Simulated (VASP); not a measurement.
# Sn2Ge3 (P6/mmm) in VASP: a series of runs

Sn2Ge3 is run at these levels: PBE; tasks: single point.

Everything below comes from runs of VASP 6.6.1. Logs are shortened: lines on timing, memory, paths and dates and some standing lists are left out, and cuts for length are marked.

## 1. The cell of the first run

The structure is hexagonal, space group P6/mmm (No. 191). The conventional cell has a = 7.305 Å, b = 7.305 Å, c = 5.909 Å, α = 90.00°, β = 90.00°, γ = 120.00°. Within 3.6 Å of Sn (site symmetry 3m) lie 6 Ge at 2.77 Å and 2 Sn at 2.77 to 3.14 Å. Ge (site symmetry m2m) has 1 Ge at 1.72 Å within 2.3 Å.

## 2. Single point, PBE

Contents of INCAR:

```
SYSTEM = Sn2Ge3
ALGO     = Normal         ! electronic algorithm
EDIFF    = 1E-6           ! SCF threshold, eV
ENCUT    = 520            ! plane-wave cutoff, eV
GGA      = PE             ! functional
ISIF     = 2              ! what is computed and relaxed
ISMEAR   = 0              ! smearing method
LASPH    = .True.         ! aspherical terms in the spheres
LCHARG   = .False.        ! write CHGCAR
LREAL    = .False.        ! projectors in reciprocal space
LWAVE    = .False.        ! write WAVECAR
NBANDS   = 81             ! bands
NELM     = 60             ! most SCF steps
PREC     = Accurate       ! precision mode
SIGMA    = 0.1            ! smearing width, eV
```

Contents of KPOINTS:

```
k-points
0
Gamma
  3 3 4
  0 0 0
```

Contents of POSCAR:

```
Sn2Ge3
1.0
    7.3052877100      0.0000000000      0.0000000000
   -3.6526438500      6.3265647400      0.0000000000
    0.0000000000      0.0000000000      5.9085683000
Sn Ge
4 6
Direct
    0.3333333300      0.6666666700      0.2343512900
    0.6666666700      0.3333333300      0.2343512900
    0.6666666700      0.3333333300      0.7656487100
    0.3333333300      0.6666666700      0.7656487100
    0.3822110000      0.0000000000      0.5000000000
    0.0000000000      0.3822110000      0.5000000000
    0.6177890000      0.6177890000      0.5000000000
    0.6177890000      0.0000000000      0.5000000000
    0.0000000000      0.6177890000      0.5000000000
    0.3822110000      0.3822110000      0.5000000000
```

Potentials or basis: VASP PAW PBE potentials, release 64 (Sn_d, Ge_d).

On the command line:

```
$ cat potpaw_PBE.64/Sn_d/POTCAR potpaw_PBE.64/Ge_d/POTCAR > POTCAR
$ mpirun -np 1 vasp_std > vasp.out
```

OUTCAR:

```text
SYSTEM = Sn2Ge3
   EDIFF = 1E-6
   ENCUT = 520
   GGA = PE
   ISIF = 2
   ISMEAR = 0
   LASPH = .True.
   LREAL = .False.
   NELM = 60
   PREC = Accurate

 ion  position               nearest neighbor table
   1  0.333  0.667  0.234-   5 2.77   9 2.77   8 2.77   6 2.77  10 2.77   7 2.77   4 2.77   4 3.14

   2  0.667  0.333  0.234-   8 2.77   6 2.77   5 2.77   9 2.77   7 2.77  10 2.77   3 2.77   3 3.14

   3  0.667  0.333  0.766-   8 2.77   6 2.77   5 2.77   9 2.77   7 2.77  10 2.77   2 2.77   2 3.14

   4  0.333  0.667  0.766-   5 2.77   9 2.77   8 2.77   6 2.77  10 2.77   7 2.77   1 2.77   1 3.14

   5  0.382  0.000  0.500-   8 1.72   4 2.77   1 2.77   2 2.77   3 2.77  10 2.79   9 2.79
   6  0.000  0.382  0.500-   9 1.72   3 2.77   2 2.77   4 2.77   1 2.77  10 2.79   8 2.79
   7  0.618  0.618  0.500-  10 1.72   3 2.77   2 2.77   4 2.77   1 2.77   8 2.79   9 2.79
   8  0.618  0.000  0.500-   5 1.72   3 2.77   2 2.77   4 2.77   1 2.77   7 2.79   6 2.79
   9  0.000  0.618  0.500-   6 1.72   4 2.77   1 2.77   2 2.77   3 2.77   7 2.79   5 2.79
  10  0.382  0.382  0.500-   7 1.72   4 2.77   1 2.77   2 2.77   3 2.77   5 2.79   6 2.79

  LATTYP: Found a hexagonal cell.
 ALAT       =     7.3052877100
 C/A-ratio  =     0.8088070634

  Lattice vectors:

 A1 = (   7.3052877100,   0.0000000000,   0.0000000000)
 A2 = (  -3.6526438500,   6.3265647400,   0.0000000000)
 A3 = (   0.0000000000,   0.0000000000,   5.9085683000)

Analysis of symmetry for initial positions (statically):
=====================================================================
 Subroutine PRICEL returns:
 Original cell was already a primitive cell.

 Routine SETGRP: Setting up the symmetry group for a
 hexagonal supercell.

 Subroutine GETGRP returns: Found 24 space group operations
 (whereof 24 operations were pure point group operations)
 out of a pool of 24 trial point group operations.

The static configuration has the point symmetry D_6h.

Analysis of symmetry for dynamics (positions and initial velocities):
=====================================================================
 Subroutine PRICEL returns:
 Original cell was already a primitive cell.

 Routine SETGRP: Setting up the symmetry group for a
 hexagonal supercell.

 Subroutine GETGRP returns: Found 24 space group operations
 (whereof 24 operations were pure point group operations)
 out of a pool of 24 trial point group operations.

The dynamic configuration has the point symmetry D_6h.

 Subroutine INISYM returns: Found 24 space group operations
 (whereof 24 operations are pure point group operations),
 and found     1 'primitive' translations

----------------------------------------------------------------------------------------

                                     Primitive cell

  volume of cell :     273.0785

  direct lattice vectors                    reciprocal lattice vectors
     7.305287710  0.000000000  0.000000000     0.136887148  0.079031832  0.000000000
    -3.652643850  6.326564740  0.000000000     0.000000000  0.158063663  0.000000000
     0.000000000  0.000000000  5.908568300     0.000000000  0.000000000  0.169245738

  length of vectors
     7.305287710  7.305287709  5.908568300     0.158063663  0.158063663  0.169245738

  position of ions in fractional coordinates (direct lattice)
     0.333333330  0.666666670  0.234351290
     0.666666670  0.333333330  0.234351290
     0.666666670  0.333333330  0.765648710
     0.333333330  0.666666670  0.765648710
     0.382211000  0.000000000  0.500000000
     1.000000000  0.382211000  0.500000000
     0.617789000  0.617789000  0.500000000
     0.617789000  0.000000000  0.500000000
     1.000000000  0.617789000  0.500000000
     0.382211000  0.382211000  0.500000000

  ion indices of the primitive-cell ions
   primitive index   ion index
                 1           1
                 2           2
                 3           3
                 4           4
                 5           5
                 6           6
                 7           7
                 8           8
                 9           9
                10          10

----------------------------------------------------------------------------------------

 KPOINTS: k-points

Automatic generation of k-mesh.
 Grid dimensions read from file:
 generate k-points for:    3    3    4

 Generating k-lattice:

  Cartesian coordinates                     Fractional coordinates (reciprocal lattice)
     0.045629049  0.026343944  0.000000000     0.333333333 -0.000000000  0.000000000
     0.000000000  0.052687888  0.000000000     0.000000000  0.333333333  0.000000000
     0.000000000  0.000000000  0.042311434     0.000000000  0.000000000  0.250000000

  Length of vectors
     0.052687888  0.052687888  0.042311434

  Shift w.r.t. Gamma in fractional coordinates (k-lattice)
     0.000000000  0.000000000  0.000000000

 Subroutine IBZKPT returns following result:
 ===========================================

 Found      9 irreducible k-points:

 Following reciprocal coordinates:
            Coordinates               Weight
  0.000000  0.000000  0.000000      1.000000
  0.333333  0.000000  0.000000      6.000000
  0.333333  0.333333  0.000000      2.000000
  0.000000  0.000000  0.250000      2.000000
  0.333333  0.000000  0.250000     12.000000
  0.333333  0.333333  0.250000      4.000000
  0.000000  0.000000  0.500000      1.000000
  0.333333  0.000000  0.500000      6.000000
  0.333333  0.333333  0.500000      2.000000
   k-points           NKPTS =      9   k-points in BZ     NKDIM =      9   number of bands    NBANDS=     81
   number of dos      NEDOS =    301   number of ions     NIONS =     10
   total plane-waves  NPLWV = 139968
   dimension x,y,z NGX =    54 NGY =   54 NGZ =   48
   dimension x,y,z NGXF=   108 NGYF=  108 NGZF=   96
   ions per type =               4   6
   NGX,Y,Z   is equivalent  to a cutoff of  12.29, 12.29, 13.51 a.u.
   NGXF,Y,Z  is equivalent  to a cutoff of  24.58, 24.58, 27.01 a.u.
 SYSTEM =  Sn2Ge3
   PREC   = accura    normal or accurate (medium, high low for compatibility)
   ISTART =      0    job   : 0-new  1-cont  2-samecut
   ICHARG =      2    charge: 1-file 2-atom 10-const
   ISPIN  =      1    spin polarized calculation?
   LNONCOLLINEAR =      F non collinear calculations
   LSORBIT =      F    spin-orbit coupling
   LASPH  =      T    aspherical Exc in radial PAW
   ENCUT  =  520.0 eV  38.22 Ry    6.18 a.u.  13.58 13.58 10.99*2*pi/ulx,y,z
   NELM   =     60;   NELMIN=  2; NELMDL= -5     # of ELM steps
   EDIFF  = 0.1E-05   stopping-criterion for ELM
   LREAL  =      F    real-space projection
   EDIFFG = 0.1E-04   stopping-criterion for IOM
   NSW    =      0    number of steps for IOM
   IBRION =     -1    ionic relax: 0-MD 1-quasi-New 2-CG
   NFREE  =      0    steps in history (QN), initial steepest desc. (CG)
   ISIF   =      2    stress and relaxation
   ISYM   =      2    0-nonsym 1-usesym 2-fastsym
   POTIM  = 0.5000    time-step for ionic-motion
   TEBEG  =    0.0;   TEEND  =   0.0 temperature during run
   PSTRESS=    0.0 pullay stress
   NELECT =     140.0000    total number of electrons
   NUPDOWN=      -1.0000    fix difference up-down
   EMIN   =  10.00;   EMAX   =-10.00  energy-range for DOS
   EFERMI =   0.00;   METHOD = LEGACY
   ISMEAR =     0;   SIGMA  =   0.10  broadening in eV -4-tet -1-fermi 0-gaus
   EFERMI_NEDOS =   21; number of points for ismear=-14 and -15
   IALGO  =     38    algorithm
   IMIX   =      4    mixing-type and parameters
     AMIX     =   0.40;   BMIX     =  1.00
     AMIX_MAG =   1.60;   BMIX_MAG =  1.00
  volume/ion in A,a.u.               =      27.31       184.28
  Fermi-wavevector in a.u.,A,eV,Ry     =   1.310252  2.476018 23.357960  1.716762
  Thomas-Fermi vector in A             =   2.440795
   LORBIT       =      0    0 simple, 1 ext, 2 COOP (PROOUT), +10 PAW based schemes
   GGA     = PE    functional components
   LHFCALC =     F    Hartree Fock is set to
   AEXX    =    0.0000 exact exchange contribution
   IVDW    =     0    specifies the selected vdW correction
   LEPSILON=     F    determine dielectric tensor
   LRPA    =     F    only Hartree local field effects (RPA)
 non-spin polarized calculation
 Gauss-broadening in eV      SIGMA  =   0.10
  energy-cutoff  :      520.00
  volume of cell :      273.08
 maximum number of plane-waves:      7383
 NGX is ok and might be reduce to    54
   NGX = 27   NGY = 27   NGZ = 21

 number of electron     140.0000031 magnetization

 Free energy of the ion-electron system (eV)
  ---------------------------------------------------
  ext. energy  EPLUGINS =         0.00000000
  ---------------------------------------------------
  free energy    TOTEN  =       -15.18021363 eV

  energy without entropy =      -15.14874463  energy(sigma->0) =      -15.16447913

 E-fermi :   5.3812     XC(G=0):  -8.9017

 val. band max:        5.3353372474   @ k =   0.3333   0.3333   0.5000
 cond. band min:       5.3847041388   @ k =   0.3333   0.0000   0.2500
 fundamental gap:      0.0493668914
 Fermi energy:         5.3812053763

 k-point     1 :       0.0000    0.0000    0.0000
  band No.  band energies     occupation
      1     -21.9018      2.00000
      2     -21.8844      2.00000
      3     -21.8843      2.00000
      4     -21.1146      2.00000
      5     -21.0593      2.00000
      6     -21.0514      2.00000
[... 73 lines left out ...]
     80       9.4164      0.00000
     81       9.6308      0.00000

 k-point     2 :       0.3333    0.0000    0.0000
  band No.  band energies     occupation
      1     -21.8980      2.00000
      2     -21.8880      2.00000
      3     -21.8844      2.00000
      4     -21.1016      2.00000
      5     -21.0653      2.00000
      6     -21.0575      2.00000
[... 73 lines left out ...]
     80       9.0131      0.00000
     81       9.6510      0.00000

 k-point     3 :       0.3333    0.3333    0.0000
  band No.  band energies     occupation
      1     -21.8930      2.00000
      2     -21.8930      2.00000
      3     -21.8845      2.00000
      4     -21.0837      2.00000
      5     -21.0837      2.00000
      6     -21.0550      2.00000
[... 73 lines left out ...]
     80       8.7665      0.00000
     81       9.3053      0.00000

 k-point     4 :       0.0000    0.0000    0.2500
  band No.  band energies     occupation
      1     -21.9018      2.00000
      2     -21.8843      2.00000
      3     -21.8843      2.00000
      4     -21.1145      2.00000
      5     -21.0593      2.00000
      6     -21.0514      2.00000
[... 73 lines left out ...]
     80       8.9203      0.00000
     81       9.5935      0.00000

 k-point     5 :       0.3333    0.0000    0.2500
  band No.  band energies     occupation
      1     -21.8980      2.00000
      2     -21.8881      2.00000
      3     -21.8844      2.00000
      4     -21.1016      2.00000
      5     -21.0653      2.00000
      6     -21.0575      2.00000
[... 73 lines left out ...]
     80       8.8774      0.00000
     81       9.0399      0.00000

 k-point     6 :       0.3333    0.3333    0.2500
  band No.  band energies     occupation
      1     -21.8930      2.00000
      2     -21.8930      2.00000
      3     -21.8846      2.00000
      4     -21.0836      2.00000
      5     -21.0836      2.00000
      6     -21.0551      2.00000
[... 73 lines left out ...]
     80       9.0850      0.00000
     81       9.0850      0.00000

 k-point     7 :       0.0000    0.0000    0.5000
  band No.  band energies     occupation
      1     -21.9018      2.00000
      2     -21.8843      2.00000
      3     -21.8843      2.00000
      4     -21.1144      2.00000
      5     -21.0593      2.00000
      6     -21.0513      2.00000
[... 73 lines left out ...]
     80       8.7445      0.00000
     81       8.9131      0.00000

 k-point     8 :       0.3333    0.0000    0.5000
  band No.  band energies     occupation
      1     -21.8980      2.00000
      2     -21.8880      2.00000
      3     -21.8844      2.00000
      4     -21.1015      2.00000
      5     -21.0653      2.00000
      6     -21.0575      2.00000
[... 73 lines left out ...]
     80       9.0373      0.00000
     81       9.0841      0.00000

 k-point     9 :       0.3333    0.3333    0.5000
  band No.  band energies     occupation
      1     -21.8930      2.00000
      2     -21.8930      2.00000
      3     -21.8845      2.00000
      4     -21.0836      2.00000
      5     -21.0836      2.00000
      6     -21.0551      2.00000
[... 73 lines left out ...]
     80       8.4536      0.00000
     81       9.9524      0.00000

------------------------ aborting loop because EDIFF is reached ----------------------------------------

  FORCE on cell =-STRESS in cart. coord.  units (eV):
  Direction    XX          YY          ZZ          XY          YZ          ZX
  --------------------------------------------------------------------------------------
  -------------------------------------------------------------------------------------
  Total       93.7642286     93.7642286     30.7766306      0.0000001      0.0000000      0.0000000
  in kB      550.1235361    550.1235363    180.5693827      0.0000004      0.0000000      0.0000000
  external PRESSURE =     426.9388184 kB  Pullay stress =       0.0000000 kB

 VOLUME and BASIS-vectors are now :
 -----------------------------------------------------------------------------
  energy-cutoff  :      520.00
  volume of cell :      273.08
      direct lattice vectors                 reciprocal lattice vectors
     7.305287710  0.000000000  0.000000000     0.136887148  0.079031832  0.000000000
    -3.652643850  6.326564740  0.000000000     0.000000000  0.158063663  0.000000000
     0.000000000  0.000000000  5.908568300     0.000000000  0.000000000  0.169245738

 POSITION                                       TOTAL-FORCE (eV/Angst)
 -----------------------------------------------------------------------------------
     -0.00000      4.21771      1.38468        -0.000000     -0.000000     -2.475271
      3.65264      2.10885      1.38468        -0.000000     -0.000000     -2.475271
      3.65264      2.10885      4.52389        -0.000000     -0.000000      2.475271
     -0.00000      4.21771      4.52389        -0.000000     -0.000000      2.475271
      2.79216      0.00000      2.95428       -29.428438     -0.000000     -0.000000
     -1.39608      2.41808      2.95428        14.714219    -25.485774     -0.000000
      2.25656      3.90848      2.95428        14.714219     25.485774     -0.000000
      4.51313      0.00000      2.95428        29.428438     -0.000000     -0.000000
     -2.25656      3.90848      2.95428       -14.714219     25.485774     -0.000000
      1.39608      2.41808      2.95428       -14.714219    -25.485774     -0.000000
 -----------------------------------------------------------------------------------
    total drift:                                0.000000      0.000000      0.000000

  FREE ENERGIE OF THE ION-ELECTRON SYSTEM (eV)
  ---------------------------------------------------
  free  energy   TOTEN  =       -15.1802136349 eV

  energy  without entropy=      -15.1487446305  energy(sigma->0) =      -15.16447913
```

It took 4.3 min on 1 thread of AMD EPYC 7R13 (Zen 3), shared host; peak memory 0.4 GiB.

Results:

| Quantity | Value |
| --- | --- |
| Free energy | -15.1802 eV |
| Pressure | 42.7 GPa |
| Largest force | 29.428 eV/Å |
| Band gap on the k mesh | zero (band 70 reaches 5.89 eV, above the bottom of band 71 at 4.02 eV) |

Forces in eV/Å, atoms in the order of the input:
```
Sn    0.000   0.000  -2.475
Sn    0.000   0.000  -2.475
Sn    0.000   0.000   2.475
Sn    0.000   0.000   2.475
Ge  -29.428   0.000   0.000
Ge   14.714 -25.486   0.000
Ge   14.714  25.486   0.000
Ge   29.428   0.000   0.000
Ge  -14.714  25.486   0.000
Ge  -14.714 -25.486   0.000
```

Caveat: spin-orbit coupling is left out, which moves the levels of the heavy elements; forces of over 1 eV/Å act on the atoms, so gaps and moduli don't describe the material at rest.

## 3. Single point, PBE

This run uses another cell than the first one, of 34.35 Å³/atom, 1.258 times its volume.

Contents of INCAR:

```
ALGO = Normal ; EDIFF = 1E-6
ENCUT = 520 ; GGA = PE
ISIF = 2 ; ISMEAR = 0
LASPH = True ; LCHARG = True
LELF = True ; LREAL = False
LVHAR = True ; LWAVE = False
NBANDS = 81 ; NELM = 80
PREC = Accurate ; SIGMA = 0.1
```

Contents of KPOINTS:

```
k-points
0
Gamma
  3 3 4
```

Contents of POSCAR:

```
Sn2Ge3
1.0
    8.0550634793     -0.0000000032      0.0000000000
   -4.0275317369      6.9758896037      0.0000000000
    0.0000000000      0.0000000000      6.1122360930
Sn Ge
4 6
Direct
    0.3333333333      0.6666666667      0.2462255240
    0.6666666667      0.3333333333      0.2462255240
    0.6666666667      0.3333333333      0.7537744760
    0.3333333333      0.6666666667      0.7537744760
    0.3311079375      0.0000000000      0.5000000000
    0.0000000000      0.3311079375      0.5000000000
    0.6688920625      0.6688920625      0.5000000000
    0.6688920625      0.0000000000      0.5000000000
    0.0000000000      0.6688920625      0.5000000000
    0.3311079375      0.3311079375      0.5000000000
```

Potentials or basis: VASP PAW PBE potentials, release 64 (Sn_d, Ge_d).

On the command line:

```
$ cat potpaw_PBE.64/Sn_d/POTCAR potpaw_PBE.64/Ge_d/POTCAR > POTCAR
$ mpirun -np 1 vasp_std > vasp.out
```

It took 5 min on 1 thread of AMD EPYC 7R13 (Zen 3), shared host; peak memory 0.48 GiB.

It converged, with:

| Property | Result |
| --- | --- |
| Free energy | -38.7098 eV |
| Pressure | 0.1 GPa |
| Largest force | 0.021 eV/Å |
| Band gap on the k mesh | zero (band 70 reaches 4.21 eV, above the bottom of band 71 at 2.69 eV) |

Forces on the atoms (eV/Å):
```
Sn   0.000  0.000  0.018
Sn   0.000  0.000  0.018
Sn   0.000  0.000 -0.018
Sn   0.000  0.000 -0.018
Ge   0.021  0.000  0.000
Ge  -0.010  0.018  0.000
Ge  -0.010 -0.018  0.000
Ge  -0.021  0.000  0.000
Ge   0.010 -0.018  0.000
Ge   0.010  0.018  0.000
```

Levels at points of the mesh, in eV from the Fermi level:
| k point | band 66 | band 67 | band 68 | band 69 | band 70 | band 71 | band 72 | band 73 | band 74 | band 75 |
| --- | --- | --- | --- | --- | --- | --- | --- | --- | --- | --- |
| (0.00, 0.00, 0.00) | -1.81 | -0.94 | -0.94 | -0.88 | -0.88 | -0.39 | 0.08 | 0.08 | 0.43 | 1.00 |
| (0.00, 0.00, 0.50) | -1.45 | -1.45 | -1.37 | -0.53 | -0.51 | -0.51 | 1.06 | 1.06 | 1.49 | 1.72 |

Caveat: spin-orbit coupling is left out, which moves the levels of the heavy elements.
